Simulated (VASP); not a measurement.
# H19NO8 in VASP: a series of runs, part 2 of 3

VASP 6.6.1. Earlier steps stand in the parts before.

## Step 4: Single point, PBE+D3(BJ)

INCAR

```
PREC = Accurate
ENCUT = 520
EDIFF = 1E-7
ISMEAR = -1
SIGMA = 0.02
LREAL = Auto
LASPH = T
NELM = 60
ALGO = Normal
ISIF = 2
LWAVE = F
LCHARG = F
GGA = PE
IVDW = 12
NBANDS = 56
```

KPOINTS

```
Automatic mesh
0
Gamma
  1 1 1
```

POSCAR

```
H19NO8
1.0
    6.3088310000      0.0000000000      0.0000000000
    0.0000000000      6.3088310000      0.0000000000
    0.0000000000      0.0000000000      6.3088310000
O H N
8 19 1
Direct
    0.7005735294      0.6510873409      0.9920379861
    0.2453069356      0.1754049205      0.6111274815
    0.7925715556      0.0569202123      0.1325285144
    0.9797377676      0.8758991959      0.5000609463
    0.3133544075      0.4911369476      0.8601910560
    0.5729112097      0.2746309102      0.4261645303
    0.5491033125      0.6859907961      0.5300031020
    0.8454181131      0.3112145499      0.7495683432
    0.5554594821      0.5997149076      0.9645210024
    0.7911766855      0.5922333313      0.8823346195
    0.3731594649      0.1695401256      0.5123453141
    0.1508995882      0.0401976214      0.5939610682
    0.9166357444      0.0176260864      0.2157610499
    0.7540541187     -0.0855943042      0.0808390651
    0.8326740723      0.8329752374      0.5358044937
    1.0378943421      0.7393921314      0.4179696682
    0.3460704527      0.5961326274      0.7440047134
    0.2880882369      0.3529814002      0.7868494179
    0.6788737882      0.2838560741      0.5462501690
    0.6542733511      0.2205638414      0.3010224874
    0.4987453302      0.8032391421      0.4491798877
    0.5537000436      0.5669037576      0.4250074221
    0.8355906189      0.2150636148      0.8714768235
    0.9937974246      0.2881674909      0.7044252731
    0.1494096133      0.5389746531      0.1401685986
    0.2141759702      0.4317281601      0.3752517701
   -0.0155020795      0.4532059901      0.2967903245
    0.1224791090      0.5302884163      0.3060313392
```

Potentials or basis: VASP PAW PBE potentials, release 64 (O, H, N).

Started as:

```sh
$ cat potpaw_PBE.64/O/POTCAR potpaw_PBE.64/H/POTCAR potpaw_PBE.64/N/POTCAR > POTCAR
$ mpirun -np 1 vasp_gam > vasp.out
```

OUTCAR:

```text
PREC = Accurate
   ENCUT = 520
   EDIFF = 1E-7
   ISMEAR = -1
   LREAL = Auto
   LASPH = T
   NELM = 60
   ISIF = 2
   GGA = PE
   IVDW = 12
 IVDW          = 12

 ion  position               nearest neighbor table
   1  0.701  0.651  0.992-  10 0.97   9 0.99
   2  0.245  0.175  0.611-  11 1.02  12 1.05
   3  0.793  0.057  0.133-  13 0.97  14 0.99
   4  0.980  0.876  0.500-  15 0.99  16 1.07
   5  0.313  0.491  0.860-  18 1.00  17 1.01
   6  0.573  0.275  0.426-  20 1.00  19 1.01
   7  0.549  0.686  0.530-  21 0.95  22 1.00
   8  0.845  0.311  0.750-  23 0.98  24 0.99
   9  0.555  0.600  0.965-   1 0.99
  10  0.791  0.592  0.882-   1 0.97
  11  0.373  0.170  0.512-   2 1.02
  12  0.151  0.040  0.594-   2 1.05
  13  0.917  0.018  0.216-   3 0.97
  14  0.754  0.914  0.081-   3 0.99
[... 11 lines left out ...]
  26  0.214  0.432  0.375-  28 0.95
  27  0.984  0.453  0.297-  28 1.00
  28  0.122  0.530  0.306-  26 0.95  27 1.00  25 1.06

  LATTYP: Found a simple cubic cell.
 ALAT       =     6.3088310000

  Lattice vectors:

[... 209 lines left out ...]
 cond. band min:       1.5816712252   @ k =   0.0000   0.0000   0.0000
 fundamental gap:      4.6939311772
 Fermi energy:        -2.6054698343

 k-point     1 :       0.0000    0.0000    0.0000
  band No.  band energies     occupation
      1     -22.3759      2.00000
      2     -22.0356      2.00000
      3     -21.8651      2.00000
      4     -21.5702      2.00000
      5     -21.2495      2.00000
      6     -21.0863      2.00000
[... 40 lines left out ...]
     47       7.4819      0.00000
     48       7.5978      0.00000
 [bands above 48 left out]

------------------------ aborting loop because EDIFF is reached ----------------------------------------

 Edisp (eV)   -1.08592

 E8    (eV) :    -0.2242

  FORCE on cell =-STRESS in cart. coord.  units (eV):
  Direction    XX          YY          ZZ          XY          YZ          ZX
  --------------------------------------------------------------------------------------
  -------------------------------------------------------------------------------------
  Total       3.27124     1.48289    -0.22999    -1.78294    -0.61956     1.44843
  in kB      20.87261     9.46176    -1.46750   -11.37629    -3.95320     9.24190
  external pressure =        9.62 kB  Pullay stress =        0.00 kB

 VOLUME and BASIS-vectors are now :
 -----------------------------------------------------------------------------
  energy-cutoff  :      520.00
  volume of cell :      251.10
      direct lattice vectors                 reciprocal lattice vectors
     6.308831000  0.000000000  0.000000000     0.158507971  0.000000000  0.000000000
     0.000000000  6.308831000  0.000000000     0.000000000  0.158507971  0.000000000
     0.000000000  0.000000000  6.308831000     0.000000000  0.000000000  0.158507971

 POSITION                                       TOTAL-FORCE (eV/Angst)
 -----------------------------------------------------------------------------------
      4.41980      4.10760      6.25860         0.080544      0.829080      0.880318
      1.54760      1.10660      3.85550        -0.984913     -1.873711     -0.181633
      5.00020      0.35910      0.83610         0.301295      0.237740     -0.499197
      6.18100      5.52590      3.15480        -0.220369     -0.900070     -0.528085
      1.97690      3.09850      5.42680         0.176840      1.267486     -0.237384
      3.61440      1.73260      2.68860         1.053505      0.278138     -0.697040
[... 20 lines left out ...]
      6.21103      2.85920      1.87240        -1.266897     -0.466517      0.358297
      0.77270      3.34550      1.93070        -2.146289      2.517581     -3.210614
 -----------------------------------------------------------------------------------
    total drift:                                0.009529      0.006597     -0.006531

  FREE ENERGIE OF THE ION-ELECTRON SYSTEM (eV)
  ---------------------------------------------------
  free  energy   TOTEN  =      -137.5408024119 eV

  energy  without entropy=     -137.5408024119  energy(sigma->0) =     -137.54080241
```

stdout:

```text
POSCAR found type information on POSCAR O H N
 POSCAR found :  3 types and      28 ions
 scaLAPACK will be used
 LDA part: xc-table for (Slater+PW92), standard interpolation
 POSCAR, INCAR and KPOINTS ok, starting setup
 FFT: planning ... GRIDC
 FFT: planning ... GRID_SOFT
 FFT: planning ... GRID
 WAVECAR not read
 entering main loop
```

Wall time 61 s (1 thread of Intel Xeon 8259CL, shared host); peak memory 0.3 GiB.

What came out:

```yaml
Free_energy: -137.5408 eV
Pressure: 1.0 GPa
Largest_force: 4.610 eV/Å
Dispersion_energy_per_atom: -0.039 eV
```

Forces in eV/Å, atoms in the order of the input:
```
O    0.081  0.829  0.880
O   -0.985 -1.874 -0.182
O    0.301  0.238 -0.499
O   -0.220 -0.900 -0.528
O    0.177  1.267 -0.237
O    1.054  0.278 -0.697
O    0.246 -0.683 -0.206
O    0.565 -0.101 -0.158
H    0.153 -0.328 -0.220
H   -0.139 -0.397 -0.227
H   -0.388  0.335  0.562
H    0.685  1.082 -0.101
H    0.266  0.173  0.671
H   -0.629 -0.517 -0.476
H    0.473  0.176  0.076
H    0.127  0.544  0.553
H   -0.197 -0.975  0.609
H    0.280  0.154 -0.081
H   -0.198 -0.171 -0.056
H   -0.321 -0.306  0.279
H   -0.435  0.821 -0.467
H    0.043  0.202  0.739
H   -0.403 -0.108  0.400
H   -0.216  0.204 -0.278
H    0.729  0.050  1.181
H    2.365 -2.045  1.314
H   -1.267 -0.467  0.358
N   -2.146  2.518 -3.211
```

Stress tensor (GPa, compression positive):
```
 2.09 -1.14  0.92
-1.14  0.95 -0.40
 0.92 -0.40 -0.15
```

Levels at points of the mesh, in eV from the Fermi level:
```csv
k point,band 32,band 33,band 34,band 35,band 36,band 37,band 38,band 39,band 40,band 41
"(0.00, 0.00, 0.00)",-1.03,-0.84,-0.71,-0.66,-0.51,4.19,7.31,7.65,7.88,8.42
```

Caveat: the k points lie up to 1.00 Å⁻¹ apart, too coarse for converged energies, forces and pressures.

(Part 2 of 3 ends here.)
